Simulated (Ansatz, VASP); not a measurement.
## One calculation of HgTe, two programs

```
Hg Te
1.0
     2.99252   -3.46693    0.00000
     2.99252    3.46693    0.00000
     0.00000    0.00000    5.79816
Hg Te
2 2
Direct
  0.34305 0.65695 0.75000
  0.65695 0.34305 0.25000
  0.78481 0.21519 0.75000
  0.21519 0.78481 0.25000
```

Alike in both runs: task single point; functional BLYP; k mesh 4 × 4 × 4; occupations fermi-dirac, width 0.05 eV; no spin polarisation.

```csv
,VASP,Ansatz
version,VASP 6.6.1,Ansatz 0.2.0
potentials or method,"VASP PAW PBE potentials, release 64 (Hg, Te)","plane waves, PAW"
plane-wave cutoff (eV),520,420
valence electrons in the cell,36,72
```

```tsv
	VASP	Ansatz	Ansatz less VASP
pressure (GPa)	4.3	4.0	-0.30
traceless stress, the component that is largest in VASP (GPa)	0.14	0.10	-0.039
```

VASP's potentials were made for PBE, not for BLYP. With one functional, cell and mesh, what is left measures potentials, basis and numerics. VASP's potentials hold 36 valence electrons a cell and Ansatz's 72, so a difference there can come from the potentials and not from the codes.

Neither program's run includes spin-orbit coupling.
